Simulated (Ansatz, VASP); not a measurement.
# SiO2 in VASP and in Ansatz

The input INCAR:

```
PREC = Accurate
ENCUT = 520
EDIFF = 1E-6
ISMEAR = -1
SIGMA = 0.05
LREAL = F
LASPH = T
NELM = 60
ALGO = Normal
ISIF = 2
LWAVE = F
LCHARG = T
GGA = PE
LELF = T
LVHAR = T
NBANDS = 44
```

Contents of KPOINTS:

```
Automatic mesh
0
Gamma
  7 7 7
```

The input POSCAR:

```
SiO2
1.0
   -2.8378980000      2.8378980000      5.6602100000
    2.8378980000     -2.8378980000      5.6602100000
    2.8378980000      2.8378980000     -5.6602100000
Si O
4 8
Direct
    0.8750000000      0.2636180000      0.8886180000
    0.0136180000      0.6250000000      0.8886180000
    0.7363820000      0.1250000000      0.1113820000
    0.3750000000      0.9863820000      0.1113820000
    0.6337270000      0.1337270000      0.5000000000
    0.4678770000      0.9678770000      0.9357540000
    0.0321230000      0.5321230000      0.0642460000
    0.1162730000      0.1162730000      0.0000000000
    0.8837270000      0.8837270000      0.0000000000
    0.8662730000      0.3662730000      0.5000000000
    0.2821230000      0.7178770000      0.0000000000
    0.7178770000      0.2821230000      0.0000000000
```

The input input.yaml:

```yaml
crystal:
  lattice:
    - [-2.837898, 2.837898, 5.66021]
    - [2.837898, -2.837898, 5.66021]
    - [2.837898, 2.837898, -5.66021]
  atoms:
    - { symbol: Si, position: [0.875, 0.263618, 0.888618] }
    - { symbol: Si, position: [0.013618, 0.625, 0.888618] }
    - { symbol: Si, position: [0.736382, 0.125, 0.111382] }
    - { symbol: Si, position: [0.375, 0.986382, 0.111382] }
    - { symbol: O, position: [0.633727, 0.133727, 0.5] }
    - { symbol: O, position: [0.467877, 0.967877, 0.935754] }
    - { symbol: O, position: [0.032123, 0.532123, 0.064246] }
    - { symbol: O, position: [0.116273, 0.116273, 0.0] }
    - { symbol: O, position: [0.883727, 0.883727, 0.0] }
    - { symbol: O, position: [0.866273, 0.366273, 0.5] }
    - { symbol: O, position: [0.282123, 0.717877, 0.0] }
    - { symbol: O, position: [0.717877, 0.282123, 0.0] }
hamiltonian:
  xc: pbe
  pseudopotentials: { kind: paw }
kpoints:
  mp_grid: { grid: [7, 7, 7] }
scf:
  occupations: { method: fermi_dirac, width: 0.05 }
basis:
  ecutwfc: "600 eV"
output:
  forces: true
  stress: true
  eigenvalues: true
```

Alike in both runs: task single point; functional PBE; k mesh 7 × 7 × 7; occupations fermi-dirac, width 0.05 eV; no spin polarisation.

|  | VASP | Ansatz |
| --- | --- | --- |
| version | VASP 6.6.1 | Ansatz 0.2.0 |
| potentials or method | VASP PAW PBE potentials, release 64 (Si, O), cutoff 520 eV | Ansatz PAW |
| valence electrons in the cell | 64 | 64 |

Ansatz gave:

| Property | Result |
| --- | --- |
| gap on the k mesh at the Fermi level (eV) | 4.84 |
| least direct gap on the mesh (eV) | 4.84 |
| pressure (GPa) | -0.1 |
| traceless stress, the component that is largest in VASP (GPa) | -0.21 |
| rms of the force components (eV/Å) | 0.004 |

Task: Estimate VASP's values.

Result: gap on the k mesh at the Fermi level (eV): 4.84; least direct gap on the mesh (eV): 4.84; pressure (GPa): 0.1; traceless stress, the component that is largest in VASP (GPa): -0.03; rms of the force components (eV/Å): 0.004.

Atom by atom the forces differ by 0.003 eV/Å (rms over components).

Noted on Ansatz's run: odd divisions of the mesh miss points on the zone boundary, where band edges often lie, so the gap on the mesh can be too wide.
